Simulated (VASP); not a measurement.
Input of a VASP 6.6.1 run:

The input POSCAR:

```
Ca
1.0
    3.9800000000      0.0000000000      0.0000000000
   -1.9900000000      3.4467811071      0.0000000000
    0.0000000000      0.0000000000      6.5200000000
Ca
2
Direct
    0.3333333333      0.6666666667      0.2500000000
    0.6666666667      0.3333333333      0.7500000000
```

The input INCAR.step1:

```
SYSTEM = Ca
PREC = Accurate
ENCUT = 520
ISMEAR = 0
SIGMA = 0.1
LREAL = .FALSE.
LASPH = .TRUE.
NELM = 80
NBANDS = 17
GGA = PE
ALGO = Normal
EDIFF = 1E-4
LWAVE = .TRUE.
LCHARG = .FALSE.
```

INCAR.step2

```
SYSTEM = Ca
PREC = Accurate
ENCUT = 520
EDIFF = 1E-6
ISMEAR = 0
SIGMA = 0.1
LREAL = .FALSE.
LASPH = .TRUE.
NELM = 80
ALGO = Normal
ISIF = 2
LWAVE = .FALSE.
LCHARG = .TRUE.
METAGGA = R2SCAN
LMIXTAU = .TRUE.
LELF = .TRUE.
LVHAR = .TRUE.
NBANDS = 17
ISTART = 1
```

Contents of KPOINTS:

```
Automatic mesh
0
G
  12 12 8
  0 0 0
```

Potentials or basis: VASP PAW PBE potentials, release 64 (Ca_sv).

Launch:

```bash
$ cat potpaw_PBE.64/Ca_sv/POTCAR > POTCAR
$ cp INCAR.step1 INCAR
$ mpirun -np 1 vasp_std > vasp.out
$ cp INCAR.step2 INCAR
$ mpirun -np 1 vasp_std > vasp.out
```

**Question.** Estimate the band gap on the k mesh.

**Answer.** Zero (band 10 reaches 2.15 eV, above the bottom of band 11 at 1.43 eV).

**Question.** Predict the pressure.

**Answer.** -0.4 GPa.

Caveat: the PAW data sets were made with another functional, which shifts forces and pressure a little.
